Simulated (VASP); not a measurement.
# Ru (P6_3/mmc) in VASP: further runs

Aim: see how the results for Ru move with the level of theory and the settings. Levels: PBE0, r2SCAN0. Tasks: single point.

Program: VASP 6.6.1. These are calculated values, not measurements. Logs are shortened: lines on timing, memory, paths and dates and some standing lists are left out, and cuts for length are marked.

### Step 1. The cell of the first run

Symmetry: P6_3/mmc, No. 194, hexagonal system. The conventional cell has a = 2.706 Å, b = 2.706 Å, c = 4.282 Å, α = 90.00°, β = 90.00°, γ = 120.00°. Within 3.5 Å of Ru (site symmetry -6m2) lie 12 Ru at 2.65 to 2.71 Å.

### Step 2. Single point, PBE0

Contents of POSCAR:

```
Ru
1.0
    2.7058000000      0.0000000000      0.0000000000
   -1.3529000000      2.3432915376      0.0000000000
    0.0000000000      0.0000000000      4.2819000000
Ru
2
Direct
    0.6666666667      0.3333333333      0.7500000000
    0.3333333333      0.6666666667      0.2500000000
```

Contents of INCAR.step1:

```
SYSTEM = Ru
ALGO = Normal
EDIFF = 1E-5
ENCUT = 520
GGA = PE
ISIF = 2
ISMEAR = -1
LASPH = .TRUE.
LCHARG = .FALSE.
LREAL = .FALSE.
LWAVE = .TRUE.
NBANDS = 21
NELM = 80
PREC = Accurate
SIGMA = 0.05
```

Contents of INCAR.step2:

```
SYSTEM = Ru
AEXX = 0.25
ALGO = Normal
EDIFF = 1E-6
ENCUT = 520
GGA = PE
ISIF = 2
ISMEAR = -1
ISTART = 1
LASPH = .TRUE.
LCHARG = .FALSE.
LHFCALC = .TRUE.
LREAL = .FALSE.
LWAVE = .FALSE.
NBANDS = 21
NELM = 80
PREC = Accurate
PRECFOCK = Normal
SIGMA = 0.05
```

Contents of KPOINTS:

```
k-points
0
G
  6 6 4
  0 0 0
```

Potentials or basis: VASP PAW PBE potentials, release 64 (Ru_pv).

On the command line:

```bash
> cat potpaw_PBE.64/Ru_pv/POTCAR > POTCAR
> cp INCAR.step1 INCAR
> mpirun -np 1 vasp_std > vasp.out
> cp INCAR.step2 INCAR
> mpirun -np 1 vasp_std > vasp.out
```

OUTCAR:

```text
SYSTEM = Ru
   AEXX = 0.25
   EDIFF = 1E-6
   ENCUT = 520
   GGA = PE
   ISIF = 2
   ISMEAR = -1
   ISTART = 1
   LASPH = .TRUE.
   LHFCALC = .TRUE.
   LREAL = .FALSE.
   NELM = 80
   PREC = Accurate
   PRECFOCK = Normal

 ion  position               nearest neighbor table
   1  0.667  0.333  0.750-   2 2.65   2 2.65   2 2.65   2 2.65   2 2.65   2 2.65
   2  0.333  0.667  0.250-   1 2.65   1 2.65   1 2.65   1 2.65   1 2.65   1 2.65

  LATTYP: Found a hexagonal cell.
 ALAT       =     2.7058000000
 C/A-ratio  =     1.5824894671

  Lattice vectors:

 A1 = (   2.7058000000,   0.0000000000,   0.0000000000)
 A2 = (  -1.3529000000,   2.3432915376,   0.0000000000)
 A3 = (   0.0000000000,   0.0000000000,   4.2819000000)

Analysis of symmetry for initial positions (statically):
=====================================================================
 Subroutine PRICEL returns:
 Original cell was already a primitive cell.

 Routine SETGRP: Setting up the symmetry group for a
 hexagonal supercell.

 Subroutine GETGRP returns: Found 24 space group operations
 (whereof 12 operations were pure point group operations)
 out of a pool of 24 trial point group operations.

The static configuration has the point symmetry D_3d.
 The point group associated with its full space group is D_6h.

Analysis of symmetry for dynamics (positions and initial velocities):
=====================================================================
 Subroutine PRICEL returns:
 Original cell was already a primitive cell.

 Routine SETGRP: Setting up the symmetry group for a
 hexagonal supercell.

 Subroutine GETGRP returns: Found 24 space group operations
 (whereof 12 operations were pure point group operations)
 out of a pool of 24 trial point group operations.

The dynamic configuration has the point symmetry D_3d.
 The point group associated with its full space group is D_6h.

 Subroutine INISYM returns: Found 24 space group operations
 (whereof 12 operations are pure point group operations),
 and found     1 'primitive' translations

----------------------------------------------------------------------------------------

                                     Primitive cell

  volume of cell :      27.1493

  direct lattice vectors                    reciprocal lattice vectors
     2.705800000  0.000000000  0.000000000     0.369576465  0.213375072  0.000000000
    -1.352900000  2.343291538  0.000000000     0.000000000  0.426750144  0.000000000
     0.000000000  0.000000000  4.281900000     0.000000000  0.000000000  0.233541185

  length of vectors
     2.705800000  2.705800000  4.281900000     0.426750144  0.426750144  0.233541185

  position of ions in fractional coordinates (direct lattice)
     0.666666667  0.333333333  0.750000000
     0.333333333  0.666666667  0.250000000

  ion indices of the primitive-cell ions
   primitive index   ion index
                 1           1
                 2           2

----------------------------------------------------------------------------------------

 KPOINTS: k-points

Automatic generation of k-mesh.
 Grid dimensions read from file:
 generate k-points for:    6    6    4

 Generating k-lattice:

  Cartesian coordinates                     Fractional coordinates (reciprocal lattice)
     0.061596078  0.035562512  0.000000000     0.166666667  0.000000000  0.000000000
     0.000000000  0.071125024  0.000000000     0.000000000  0.166666667  0.000000000
     0.000000000  0.000000000  0.058385296     0.000000000  0.000000000  0.250000000

  Length of vectors
     0.071125024  0.071125024  0.058385296

  Shift w.r.t. Gamma in fractional coordinates (k-lattice)
     0.000000000  0.000000000  0.000000000

 Subroutine IBZKPT returns following result:
 ===========================================

 Found     21 irreducible k-points:

 Following reciprocal coordinates:
            Coordinates               Weight
  0.000000  0.000000  0.000000      1.000000
  0.166667 -0.000000  0.000000      6.000000
  0.333333  0.000000  0.000000      6.000000
  0.500000  0.000000  0.000000      3.000000
  0.166667  0.166667  0.000000      6.000000
  0.333333  0.166667  0.000000     12.000000
[... 13 lines left out ...]
  0.333333  0.166667  0.500000     12.000000
  0.333333  0.333333  0.500000      2.000000
   k-points           NKPTS =     21   k-points in BZ     NKDIM =    144   number of bands    NBANDS=     21
   number of dos      NEDOS =    301   number of ions     NIONS =      2
   total plane-waves  NPLWV =  12800
   dimension x,y,z NGX =    20 NGY =   20 NGZ =   32
   dimension x,y,z NGXF=    40 NGYF=   40 NGZF=   64
   ions per type =               2
   NGX,Y,Z   is equivalent  to a cutoff of  12.29, 12.29, 12.42 a.u.
   NGXF,Y,Z  is equivalent  to a cutoff of  24.58, 24.58, 24.85 a.u.
 SYSTEM =  Ru
   PREC   = accura    normal or accurate (medium, high low for compatibility)
   ISTART =      1    job   : 0-new  1-cont  2-samecut
   ICHARG =      0    charge: 1-file 2-atom 10-const
   ISPIN  =      1    spin polarized calculation?
   LNONCOLLINEAR =      F non collinear calculations
   LSORBIT =      F    spin-orbit coupling
   LASPH  =      T    aspherical Exc in radial PAW
   ENCUT  =  520.0 eV  38.22 Ry    6.18 a.u.   5.03  5.03  7.96*2*pi/ulx,y,z
   NELM   =     80;   NELMIN=  2; NELMDL=  0     # of ELM steps
   EDIFF  = 0.1E-05   stopping-criterion for ELM
   LREAL  =      F    real-space projection
   EDIFFG = 0.1E-04   stopping-criterion for IOM
   NSW    =      0    number of steps for IOM
   IBRION =     -1    ionic relax: 0-MD 1-quasi-New 2-CG
   NFREE  =      0    steps in history (QN), initial steepest desc. (CG)
   ISIF   =      2    stress and relaxation
   ISYM   =      3    0-nonsym 1-usesym 2-fastsym
   POTIM  = 0.5000    time-step for ionic-motion
   TEBEG  =    0.0;   TEEND  =   0.0 temperature during run
   PSTRESS=    0.0 pullay stress
   NELECT =      28.0000    total number of electrons
   NUPDOWN=      -1.0000    fix difference up-down
   EMIN   =  10.00;   EMAX   =-10.00  energy-range for DOS
   EFERMI =   0.00;   METHOD = LEGACY
   ISMEAR =    -1;   SIGMA  =   0.05  broadening in eV -4-tet -1-fermi 0-gaus
   EFERMI_NEDOS =   21; number of points for ismear=-14 and -15
   IALGO  =     38    algorithm
   IMIX   =      1    mixing-type and parameters
     AMIX     =   0.40;   BMIX     =  1.00
     AMIX_MAG =   1.60;   BMIX_MAG =  1.00
  volume/ion in A,a.u.               =      13.57        91.61
  Fermi-wavevector in a.u.,A,eV,Ry     =   1.654022  3.125649 37.222674  2.735789
  Thomas-Fermi vector in A             =   2.742361
   LORBIT       =      0    0 simple, 1 ext, 2 COOP (PROOUT), +10 PAW based schemes
   GGA     = PE    functional components
   LHFCALC =     T    Hartree Fock is set to
   PRECFOCK=normal    Normal, Fast or Accurate (Low or Medium for compatibility)
   ENCUT4O =  -1.0   cutoff for four orbital integrals eV
   NKREDX  =     1    reduce k-point grid by
   NKREDY  =     1    reduce k-point grid by
   NKREDZ  =     1    reduce k-point grid by
   AEXX    =    0.2500 exact exchange contribution
   HFSCREEN=    0.0000 screening length (either q_TF or 0.3 A-1)
   HFSCREENC=   0.0000 screening length for correlation (either q_TF or 0.3 A-1)
   ENCUTFOCK=  -1.0 apply spherical cutoff to Coloumb kernel
   IVDW    =     0    specifies the selected vdW correction
   LEPSILON=     F    determine dielectric tensor
   LRPA    =     F    only Hartree local field effects (RPA)
 non-spin polarized calculation
  energy-cutoff  :      520.00
  volume of cell :       27.15
 maximum number of plane-waves:       752
 NGX is ok and might be reduce to    20
  NGX = 16; NGY = 16; NGZ = 28

 number of electron      28.0000008 magnetization

 Free energy of the ion-electron system (eV)
  ---------------------------------------------------
  ext. energy  EPLUGINS =         0.00000000
  ---------------------------------------------------
  free energy    TOTEN  =       -23.60539833 eV

  energy without entropy =      -23.59366661  energy(sigma->0) =      -23.59953247

 E-fermi :  12.7732     XC(G=0): -11.0620

 val. band max:       12.7728926230   @ k =   0.3333   0.1667   0.2500
 cond. band min:      13.2483679563   @ k =   0.1667   0.1667   0.2500
 fundamental gap:      0.4754753333
 Fermi energy:        12.7732068126

 k-point     1 :       0.0000    0.0000    0.0000
  band No.  band energies     occupation
      1     -34.7229      2.00000
      2     -33.6122      2.00000
      3     -33.6122      2.00000
      4     -33.4130      2.00000
      5     -33.4130      2.00000
      6     -33.3963      2.00000
[... 13 lines left out ...]
     20      27.2640      0.00000
     21      27.2677      0.00000

 k-point     2 :       0.1667   -0.0000    0.0000
  band No.  band energies     occupation
      1     -34.6141      2.00000
      2     -33.8308      2.00000
      3     -33.6851      2.00000
      4     -33.6388      2.00000
      5     -33.4471      2.00000
      6     -33.4451      2.00000
[... 13 lines left out ...]
     20      27.2641      0.00000
     21      27.2672      0.00000

 k-point     3 :       0.3333    0.0000    0.0000
  band No.  band energies     occupation
      1     -34.3537      2.00000
      2     -34.2678      2.00000
      3     -34.0629      2.00000
      4     -33.8221      2.00000
      5     -33.5963      2.00000
      6     -33.5156      2.00000
[... 13 lines left out ...]
     20      25.7007      0.00000
     21      27.2648      0.00000
[... 385 lines left out ...]
 k-point    20 :       0.3333    0.1667    0.5000
  band No.  band energies     occupation
      1     -34.4930      2.00000
      2     -34.4930      2.00000
      3     -33.9106      2.00000
      4     -33.9106      2.00000
      5     -33.6349      2.00000
      6     -33.6349      2.00000
[... 13 lines left out ...]
     20      26.0084      0.00000
     21      27.2699      0.00000

 k-point    21 :       0.3333    0.3333    0.5000
  band No.  band energies     occupation
      1     -34.4266      2.00000
      2     -34.4265      2.00000
      3     -34.1164      2.00000
      4     -34.1164      2.00000
      5     -33.6114      2.00000
      6     -33.6114      2.00000
[... 13 lines left out ...]
     20      24.7637      0.00000
     21      25.6326      0.00000

------------------------ aborting loop because EDIFF is reached ----------------------------------------

  FORCE on cell =-STRESS in cart. coord.  units (eV):
  Direction    XX          YY          ZZ          XY          YZ          ZX
  --------------------------------------------------------------------------------------
  -------------------------------------------------------------------------------------
  Total       -0.8859535     -0.8859535     -2.5143253      0.0000000      0.0000000      0.0000000
  in kB      -52.2832973    -52.2832973   -148.3793673      0.0000000      0.0000000      0.0000000
  external PRESSURE =     -84.3153206 kB  Pullay stress =       0.0000000 kB

 VOLUME and BASIS-vectors are now :
 -----------------------------------------------------------------------------
  energy-cutoff  :      520.00
  volume of cell :       27.15
      direct lattice vectors                 reciprocal lattice vectors
     2.705800000  0.000000000  0.000000000     0.369576465  0.213375072  0.000000000
    -1.352900000  2.343291538  0.000000000     0.000000000  0.426750144  0.000000000
     0.000000000  0.000000000  4.281900000     0.000000000  0.000000000  0.233541185

 POSITION                                       TOTAL-FORCE (eV/Angst)
 -----------------------------------------------------------------------------------
      1.35290      0.78110      3.21143         0.000000      0.000000      0.000000
     -0.00000      1.56219      1.07048        -0.000000     -0.000000     -0.000000
 -----------------------------------------------------------------------------------
    total drift:                                0.000000      0.000000      0.000000

  FREE ENERGIE OF THE ION-ELECTRON SYSTEM (eV)
  ---------------------------------------------------
  free  energy   TOTEN  =       -23.6053983340 eV

  energy  without entropy=      -23.5936666096  energy(sigma->0) =      -23.59953247
```

It took 1.7 h on 1 thread of Oxide Virtual Turin-like, shared host; peak memory 0.13 GiB.

What came out:

```
Free energy            : -23.6054 eV
Pressure               : -8.4 GPa
Band gap on the k mesh : zero (bands 14 and 15 overlap by 4.34 eV)
```

Levels at points of the mesh, in eV from the Fermi level:
| k point | band 10 | band 11 | band 12 | band 13 | band 14 | band 15 | band 16 | band 17 | band 18 | band 19 |
| --- | --- | --- | --- | --- | --- | --- | --- | --- | --- | --- |
| (0.00, 0.00, 0.00) | -3.80 | -3.55 | -3.03 | -3.03 | -2.49 | -2.49 | 1.35 | 1.56 | 1.56 | 11.66 |
| (0.50, 0.00, 0.00) | -4.35 | -3.12 | -2.61 | -2.44 | 1.86 | 2.31 | 2.38 | 4.87 | 7.11 | 12.36 |
| (0.00, 0.00, 0.50) | -4.03 | -4.03 | -4.03 | -3.76 | -3.76 | 0.74 | 0.74 | 0.74 | 0.74 | 14.49 |
| (0.50, 0.00, 0.50) | -5.98 | -1.95 | -1.95 | 0.60 | 0.60 | 2.14 | 2.14 | 4.00 | 4.00 | 11.89 |

Caveat: the k points lie up to 0.45 Å⁻¹ apart, too coarse for converged energies and pressures of a metal; the PAW data sets were made with another functional, which shifts forces and pressure a little.

### Step 3. Single point, r2SCAN0

This run uses another cell than the first one, of 12.76 Å³/atom.

Contents of POSCAR:

```
Ru
1.0
    2.6505640930      0.0000000000      0.0000000000
   -1.3252820465      2.2954558389      0.0000000000
    0.0000000000      0.0000000000      4.1944897589
Ru
2
Direct
    0.6666666667      0.3333333333      0.7500000000
    0.3333333333      0.6666666667      0.2500000000
```

Contents of INCAR.step1:

```
  PREC = Accurate
  ENCUT = 520
  EDIFF = 1E-5
  ISMEAR = -1
  SIGMA = 0.05
  LREAL = F
  LASPH = T
  NELM = 100
  ALGO = Normal
  ISIF = 2
  LWAVE = T
  LCHARG = F
  GGA = PE
  NBANDS = 21
```

Contents of INCAR.step2:

```
  PREC = Accurate
  ENCUT = 520
  EDIFF = 1E-6
  ISMEAR = -1
  SIGMA = 0.05
  LREAL = F
  LASPH = T
  NELM = 100
  ALGO = Normal
  ISIF = 2
  LWAVE = F
  LCHARG = F
  METAGGA = R2SCAN
  LHFCALC = T
  AEXX = 0.25
  LMIXTAU = T
  PRECFOCK = Normal
  ISTART = 1
  NBANDS = 21
```

Contents of KPOINTS:

```
Automatic mesh
0
Gamma
  6 6 3
```

Potentials or basis: VASP PAW PBE potentials, release 64 (Ru_pv).

On the command line:

```bash
> cat potpaw_PBE.64/Ru_pv/POTCAR > POTCAR
> cp INCAR.step1 INCAR
> mpirun -np 1 vasp_std > vasp.out
> cp INCAR.step2 INCAR
> mpirun -np 1 vasp_std > vasp.out
```

Wall time 40 min (1 thread of Oxide Virtual Turin-like, shared host); peak memory 0.13 GiB.

It converged, with:

```yaml
Free_energy: -48.2520 eV
Pressure: 11.9 GPa
Band_gap_on_the_k_mesh: zero (bands 14 and 15 overlap by 4.86 eV)
```

Stress tensor (GPa, compression positive):
```
15.06  0.00  0.00
 0.00 15.06  0.00
 0.00  0.00  5.51
```

Levels at points of the mesh, in eV from the Fermi level:
```tsv
k point	band 12	band 13	band 14	band 15	band 16	band 17
(0.00, 0.00, 0.00)	-3.06	-3.06	-2.43	-2.43	1.77	1.95
(0.50, 0.00, 0.00)	-2.58	-2.35	2.38	2.88	2.92	5.62
```

Caveat: the k points lie up to 0.50 Å⁻¹ apart, too coarse for converged energies and pressures of a metal; the PAW data sets were made with another functional, which shifts forces and pressure a little.

### Step 4. Single point, r2SCAN0

This run uses another cell than the first one, of 13.03 Å³/atom.

Contents of POSCAR:

```
Ru
1.0
    2.6692306523      0.0000000000      0.0000000000
   -1.3346153261      2.3116215535      0.0000000000
    0.0000000000      0.0000000000      4.2240293924
Ru
2
Direct
    0.6666666667      0.3333333333      0.7500000000
    0.3333333333      0.6666666667      0.2500000000
```

Contents of INCAR.step1:

```
SYSTEM = Ru
ALGO     = Normal         ! electronic algorithm
EDIFF    = 1E-5           ! SCF threshold, eV
ENCUT    = 520            ! plane-wave cutoff, eV
GGA      = PE             ! functional
ISIF     = 2              ! what is computed and relaxed
ISMEAR   = -1             ! smearing method
LASPH    = .TRUE.         ! aspherical terms in the spheres
LCHARG   = .FALSE.        ! write CHGCAR
LREAL    = .FALSE.        ! projectors in reciprocal space
LWAVE    = .TRUE.         ! write WAVECAR
NBANDS   = 21             ! bands
NELM     = 80             ! most SCF steps
PREC     = Accurate       ! precision mode
SIGMA    = 0.05           ! smearing width, eV
```

Contents of INCAR.step2:

```
SYSTEM = Ru
AEXX     = 0.25           ! exact-exchange fraction
ALGO     = Normal         ! electronic algorithm
EDIFF    = 1E-7           ! SCF threshold, eV
ENCUT    = 520            ! plane-wave cutoff, eV
ISIF     = 2              ! what is computed and relaxed
ISMEAR   = -1             ! smearing method
ISTART   = 1            
LASPH    = .TRUE.         ! aspherical terms in the spheres
LCHARG   = .FALSE.        ! write CHGCAR
LHFCALC  = .TRUE.         ! exact exchange
LMIXTAU  = .TRUE.       
LREAL    = .FALSE.        ! projectors in reciprocal space
LWAVE    = .FALSE.        ! write WAVECAR
METAGGA  = R2SCAN         ! meta-GGA
NBANDS   = 21             ! bands
NELM     = 80             ! most SCF steps
PREC     = Accurate       ! precision mode
PRECFOCK = Normal       
SIGMA    = 0.05           ! smearing width, eV
```

Contents of KPOINTS:

```
k-points
0
G
  6 6 3
  0 0 0
```

On the command line:

```bash
> cat potpaw_PBE.64/Ru_pv/POTCAR > POTCAR
> cp INCAR.step1 INCAR
> mpirun -np 1 vasp_std > vasp.out
> cp INCAR.step2 INCAR
> mpirun -np 1 vasp_std > vasp.out
```

It took 63 min on 1 thread of Oxide Virtual Turin-like, shared host; peak memory 0.13 GiB.

Results (log left out):

| Property | Result |
| --- | --- |
| Free energy | -48.2775 eV |
| Pressure | 3.1 GPa |
| Band gap on the k mesh | zero (bands 14 and 15 overlap by 4.75 eV) |

Stress tensor (GPa, compression positive):
```
 6.27  0.00  0.00
 0.00  6.27  0.00
 0.00  0.00 -3.34
```

Levels at points of the mesh, in eV from the Fermi level:
| k point | band 10 | band 11 | band 12 | band 13 | band 14 | band 15 | band 16 | band 17 | band 18 | band 19 |
| --- | --- | --- | --- | --- | --- | --- | --- | --- | --- | --- |
| (0.00, 0.00, 0.00) | -3.80 | -3.48 | -2.98 | -2.98 | -2.38 | -2.38 | 1.73 | 1.90 | 1.90 | 12.83 |
| (0.50, 0.00, 0.00) | -4.43 | -3.12 | -2.54 | -2.30 | 2.32 | 2.79 | 2.83 | 5.48 | 7.88 | 13.40 |

Caveat: the k points lie up to 0.50 Å⁻¹ apart, too coarse for converged energies and pressures of a metal; the PAW data sets were made with another functional, which shifts forces and pressure a little.

### Step 5. Overview

```csv
level,cell,k mesh,gap on the mesh (eV),pressure (GPa)
PBE0,"a = 2.706, b = 2.706, c = 4.282 Å, angles 90.0, 90.0, 120.0°, 2 atoms",6 × 6 × 4,none,-8.4
r2SCAN0,"a = 2.651, b = 2.651, c = 4.194 Å, angles 90.0, 90.0, 120.0°, 2 atoms",6 × 6 × 3,none,11.9
r2SCAN0,"a = 2.669, b = 2.669, c = 4.224 Å, angles 90.0, 90.0, 120.0°, 2 atoms",6 × 6 × 3,none,3.1
```

Alike in all rows: task single point; potentials or basis VASP PAW PBE potentials, release 64 (Ru_pv); no spin polarisation; cutoff (eV) 520; smearing fermi-dirac 0.05 eV.

Caveats: all runs use coarse meshes; the PAW data sets were made with another functional, which shifts forces and pressure a little.

Absolute energies hang on the potentials; compare differences alone.

The gap in the log of VASP goes by the Fermi energy; the results here count the filled bands.